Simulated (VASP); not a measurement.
# Ru (P6_3/mmc) in VASP: notebook

Ru is run at these levels: PBEsol; tasks: relaxation of shape and atoms at fixed volume, single point.

Program: VASP 6.6.1. These are calculated values, not measurements. Logs are shortened: lines on timing, memory, paths and dates and some standing lists are left out, and cuts for length are marked.

## Step 1: The cell of the first run

The structure is hexagonal, space group P6_3/mmc (No. 194). Conventional cell: a = 2.389 Å, b = 2.389 Å, c = 3.775 Å, α = 90.00°, β = 90.00°, γ = 120.00°. Ru (site symmetry -6m2) has 12 Ru at 2.34 to 2.39 Å within 3.1 Å.

## Step 2: Relaxation of shape and atoms at fixed volume, PBEsol

File INCAR:

```
ALGO     = Normal         # electronic algorithm
EDIFF    = 1E-6           # SCF threshold, eV
EDIFFG   = -0.005         # ionic threshold
ENCUT    = 600            # plane-wave cutoff, eV
GGA      = PS             # functional
IBRION   = 2              # ionic algorithm
ISIF     = 4              # what is computed and relaxed
ISMEAR   = -1             # smearing method
LASPH    = True           # aspherical terms in the spheres
LCHARG   = False          # write CHGCAR
LREAL    = False          # projectors in reciprocal space
LWAVE    = False          # write WAVECAR
NELM     = 80             # most SCF steps
NSW      = 50             # ionic steps
PREC     = Accurate       # precision mode
SIGMA    = 0.08           # smearing width, eV
```

File KPOINTS:

```
k-points
0
Gamma
  18 18 10
```

File POSCAR:

```
Ru
1.0
    2.3887126020      0.0000000000      0.0000000000
   -1.1943563010      2.0686857957      0.0000000000
    0.0000000000      0.0000000000      3.7745923418
Ru
2
Direct
    0.3333333333      0.6666666667      0.2500000000
    0.6666666667      0.3333333333      0.7500000000
```

Potentials or basis: VASP PAW PBE potentials, release 64 (Ru_pv).

Run with:

```console
$ cat potpaw_PBE.64/Ru_pv/POTCAR > POTCAR
$ mpirun -np 1 vasp_std > vasp.out
```

OUTCAR:

```text
EDIFF = 1E-6
   EDIFFG = -0.005
   ENCUT = 600
   GGA = PS
   IBRION = 2
   ISIF = 4
   ISMEAR = -1
   LASPH = True
   LREAL = False
   NELM = 80
   NSW = 50
   PREC = Accurate

 ion  position               nearest neighbor table
   1  0.333  0.667  0.250-   2 2.34   2 2.34   2 2.34   2 2.34   2 2.34   2 2.34   2 3.34   2 3.34
                             2 3.34   2 3.34   2 3.34   2 3.34
   2  0.667  0.333  0.750-   1 2.34   1 2.34   1 2.34   1 2.34   1 2.34   1 2.34   1 3.34   1 3.34
                             1 3.34   1 3.34   1 3.34   1 3.34

  LATTYP: Found a hexagonal cell.
 ALAT       =     2.3887126020
 C/A-ratio  =     1.5801785190

  Lattice vectors:

 A1 = (   2.3887126020,   0.0000000000,   0.0000000000)
 A2 = (  -1.1943563010,   2.0686857957,   0.0000000000)
 A3 = (   0.0000000000,   0.0000000000,   3.7745923418)

Analysis of symmetry for initial positions (statically):
=====================================================================
 Subroutine PRICEL returns:
 Original cell was already a primitive cell.

 Routine SETGRP: Setting up the symmetry group for a
 hexagonal supercell.

 Subroutine GETGRP returns: Found 24 space group operations
 (whereof 12 operations were pure point group operations)
 out of a pool of 24 trial point group operations.

The static configuration has the point symmetry D_3d.
 The point group associated with its full space group is D_6h.

Analysis of symmetry for dynamics (positions and initial velocities):
=====================================================================
 Subroutine PRICEL returns:
 Original cell was already a primitive cell.

 Routine SETGRP: Setting up the symmetry group for a
 hexagonal supercell.

 Subroutine GETGRP returns: Found 24 space group operations
 (whereof 12 operations were pure point group operations)
 out of a pool of 24 trial point group operations.

The dynamic configuration has the point symmetry D_3d.
 The point group associated with its full space group is D_6h.

 Subroutine INISYM returns: Found 24 space group operations
 (whereof 12 operations are pure point group operations),
 and found     1 'primitive' translations

----------------------------------------------------------------------------------------

                                     Primitive cell

  volume of cell :      18.6521

  direct lattice vectors                    reciprocal lattice vectors
[... 90 lines left out ...]
   NSW    =     50    number of steps for IOM
   IBRION =      2    ionic relax: 0-MD 1-quasi-New 2-CG
   NFREE  =      1    steps in history (QN), initial steepest desc. (CG)
   ISIF   =      4    stress and relaxation
   ISYM   =      2    0-nonsym 1-usesym 2-fastsym
   POTIM  = 0.5000    time-step for ionic-motion
   TEBEG  =    0.0;   TEEND  =   0.0 temperature during run
   PSTRESS=    0.0 pullay stress
   NELECT =      28.0000    total number of electrons
   NUPDOWN=      -1.0000    fix difference up-down
   EMIN   =  10.00;   EMAX   =-10.00  energy-range for DOS
   EFERMI =   0.00;   METHOD = LEGACY
   ISMEAR =    -1;   SIGMA  =   0.08  broadening in eV -4-tet -1-fermi 0-gaus
   EFERMI_NEDOS =   21; number of points for ismear=-14 and -15
   IALGO  =     38    algorithm
   IMIX   =      4    mixing-type and parameters
     AMIX     =   0.40;   BMIX     =  1.00
     AMIX_MAG =   1.60;   BMIX_MAG =  1.00
  volume/ion in A,a.u.               =       9.33        62.94
  Fermi-wavevector in a.u.,A,eV,Ry     =   1.874497  3.542285 47.807306  3.513738
  Thomas-Fermi vector in A             =   2.919418
   LORBIT       =      0    0 simple, 1 ext, 2 COOP (PROOUT), +10 PAW based schemes
   GGA     = PS    functional components
   LHFCALC =     F    Hartree Fock is set to
   AEXX    =    0.0000 exact exchange contribution
   IVDW    =     0    specifies the selected vdW correction
   LEPSILON=     F    determine dielectric tensor
   LRPA    =     F    only Hartree local field effects (RPA)
 conjugate gradient relaxation of ions
 non-spin polarized calculation
  energy-cutoff  :      600.00
  volume of cell :       18.65
 maximum number of plane-waves:       648
 NGX is ok and might be reduce to    20
   NGX =  9   NGY =  9   NGZ = 15

--------------------------------------- Ionic step        1  -------------------------------------------

 number of electron      27.9999998 magnetization

 Free energy of the ion-electron system (eV)
  ---------------------------------------------------
  ext. energy  EPLUGINS =         0.00000000
  ---------------------------------------------------
  free energy    TOTEN  =       -15.23154996 eV

  energy without entropy =      -15.21086905  energy(sigma->0) =      -15.22120951

------------------------ aborting loop because EDIFF is reached ----------------------------------------

  FORCE on cell =-STRESS in cart. coord.  units (eV):
  Direction    XX          YY          ZZ          XY          YZ          ZX
  --------------------------------------------------------------------------------------
  -------------------------------------------------------------------------------------
  Total       32.5751459     32.5751459     34.6673660      0.0000000      0.0000000     -0.0000000
  in kB     2798.1337109   2798.1337110   2977.8508429      0.0000000      0.0000000     -0.0000000
  external PRESSURE =    2858.0394216 kB  Pullay stress =       0.0000000 kB
[... 95 lines left out ...]
--------------------------------------- Ionic step        4  -------------------------------------------

 number of electron      28.0000002 magnetization

 Free energy of the ion-electron system (eV)
  ---------------------------------------------------
  ext. energy  EPLUGINS =         0.00000000
  ---------------------------------------------------
  free energy    TOTEN  =       -15.23988522 eV

  energy without entropy =      -15.21900267  energy(sigma->0) =      -15.22944394

 E-fermi :  20.8860     XC(G=0): -16.7272

 val. band max:       20.8853202465   @ k =   0.2778   0.0556   0.1000
 cond. band min:      20.8891506720   @ k =   0.3889   0.1667   0.3000
 fundamental gap:      0.0038304255
 Fermi energy:        20.8860320524

 k-point     1 :       0.0000    0.0000    0.0000
  band No.  band energies     occupation
      1     -25.0671      2.00000
      2     -22.0513      2.00000
      3     -22.0513      2.00000
      4     -21.5648      2.00000
      5     -21.5648      2.00000
      6     -21.4698      2.00000
[... 481 lines left out ...]
      5     -22.3719      2.00000
      6     -22.1484      2.00000
[... 10 lines left out ...]
     17      27.4451      0.00000
     18      30.9322      0.00000

 [... further k-points ...]
[... 5 lines left out ...]
  --------------------------------------------------------------------------------------
  -------------------------------------------------------------------------------------
  Total       33.2165014     33.2165014     33.2253246      0.0000000      0.0000000     -0.0000000
  in kB     2853.2247459   2853.2247460   2853.9826443      0.0000000      0.0000000     -0.0000000
  external PRESSURE =    2853.4773787 kB  Pullay stress =       0.0000000 kB
[... 17 lines left out ...]
  FREE ENERGIE OF THE ION-ELECTRON SYSTEM (eV)
  ---------------------------------------------------
  free  energy   TOTEN  =       -15.2398852178 eV

  energy  without entropy=      -15.2190026678  energy(sigma->0) =      -15.22944394

 reached required accuracy - stopping structural energy minimisation
```

OSZICAR:

```text
N       E                     dE             d eps       ncg     rms          rms(c)
DAV:   1     0.315378932761E+03    0.31538E+03   -0.19496E+04  8000   0.204E+03
DAV:   2    -0.872780002737E+01   -0.32411E+03   -0.31740E+03  8414   0.549E+02
[... 29 lines left out ...]
   3 F= -.15239880E+02 E0= -.15229434E+02  d E =-.832977E-02
       N       E                     dE             d eps       ncg     rms          rms(c)
DAV:   1    -0.152399099881E+02   -0.31229E-04   -0.10022E-03  8108   0.288E-01    0.302E-02
DAV:   2    -0.152398905825E+02    0.19406E-04   -0.26837E-05  8338   0.568E-02    0.150E-02
DAV:   3    -0.152398851640E+02    0.54184E-05   -0.16840E-05  9602   0.332E-02    0.399E-03
DAV:   4    -0.152398852178E+02   -0.53837E-07   -0.49603E-07  4464   0.908E-03
   4 F= -.15239885E+02 E0= -.15229444E+02  d E =-.833526E-02
```

Run time: 74 s. Hardware: 1 thread of Intel Xeon 6975P-C (Granite Rapids), shared host; peak memory 0.19 GiB.

Results:

| Quantity | Value |
| --- | --- |
| Free energy | -15.2399 eV |
| Energy gained by relaxing | 4.2 meV/atom |
| Ionic steps | 4 |
| Pressure after relaxing | 285.3 GPa |
| Band gap on the k mesh | zero (bands 14 and 15 overlap by 5.65 eV) |

Step by step:
```tsv
step	energy change (eV)	largest force (eV/Å)	pressure (GPa)	volume (Å³)
1	0.0000	0.0000	285.80	18.65
2	0.0784	0.0000	285.72	18.65
3	-0.0083	0.0000	285.35	18.65
4	-0.0083	0.0000	285.35	18.65
```

Final structure:
```
Ru
1.0
     2.37926    0.00000    0.00000
    -1.18963    2.06050    0.00000
     0.00000    0.00000    3.80465
Ru
2
Cartesian
  0.0000 1.3737 0.9512
  1.1896 0.6868 2.8535
```

Levels at points of the mesh, in eV from the Fermi level:
```tsv
k point	band 11	band 12	band 13	band 14	band 15	band 16	band 17	band 18
(0.00, 0.00, 0.00)	-4.44	-3.40	-3.40	-2.34	-2.34	1.95	1.95	2.24
(0.50, 0.00, 0.00)	-3.35	-2.46	-2.09	2.75	3.48	3.50	6.97	9.74
(0.00, 0.00, 0.50)	-4.82	-4.82	-3.79	-3.79	1.00	1.00	1.00	1.00
(0.50, 0.00, 0.50)	-1.86	-1.86	0.99	0.99	3.19	3.19	5.63	5.63
```

Caveat: the PAW data sets were made with another functional, which shifts forces and pressure a little.

## Step 3: Single point, PBEsol (7.99 Å³/atom)

This run uses another cell than the first one, of 7.99 Å³/atom.

File INCAR:

```
PREC = Accurate
ENCUT = 560
EDIFF = 1E-6
ISMEAR = -1
SIGMA = 0.08
LREAL = False
LASPH = True
NELM = 120
ALGO = Normal
ISIF = 2
LWAVE = False
LCHARG = False
GGA = PS
NBANDS = 23
GGA_COMPAT = False
```

File KPOINTS:

```
regular mesh
0
Gamma
  18 18 10
```

File POSCAR:

```
Ru
1.0
    2.2572005317      0.0000000000      0.0000000000
   -1.1286002659      1.9547930019      0.0000000000
    0.0000000000      0.0000000000      3.6233541004
Ru
2
Direct
    0.3333333333      0.6666666667      0.2500000000
    0.6666666667      0.3333333333      0.7500000000
```

Potentials or basis: VASP PAW PBE potentials, release 64 (Ru_sv).

Run with:

```console
$ cat potpaw_PBE.64/Ru_sv/POTCAR > POTCAR
$ mpirun -np 1 vasp_std > vasp.out
```

Wall time 27 s (1 thread of Intel Xeon 6975P-C (Granite Rapids), shared host); peak memory 0.17 GiB.

It converged, with:

- Free energy: -8.6491 eV
- Pressure: 561.3 GPa
- Band gap on the k mesh: zero (bands 16 and 17 overlap by 7.12 eV)

Stress tensor (GPa, compression positive):
```
561.31   0.00   0.00
  0.00 561.31   0.00
  0.00   0.00 561.41
```

Levels at points of the mesh, in eV from the Fermi level:
```tsv
k point	band 13	band 14	band 15	band 16	band 17	band 18	band 19	band 20
(0.00, 0.00, 0.00)	-5.69	-4.34	-4.34	-2.98	-2.98	2.21	2.21	3.24
(0.50, 0.00, 0.00)	-3.97	-2.92	-1.90	3.43	4.28	4.36	8.73	11.83
(0.00, 0.00, 0.50)	-6.06	-6.06	-3.74	-3.74	1.16	1.16	1.16	1.16
(0.50, 0.00, 0.50)	-2.39	-2.39	1.39	1.39	3.97	3.97	7.17	7.17
```

Caveat: the cell stands under pressure; the PAW data sets were made with another functional, which shifts forces and pressure a little.
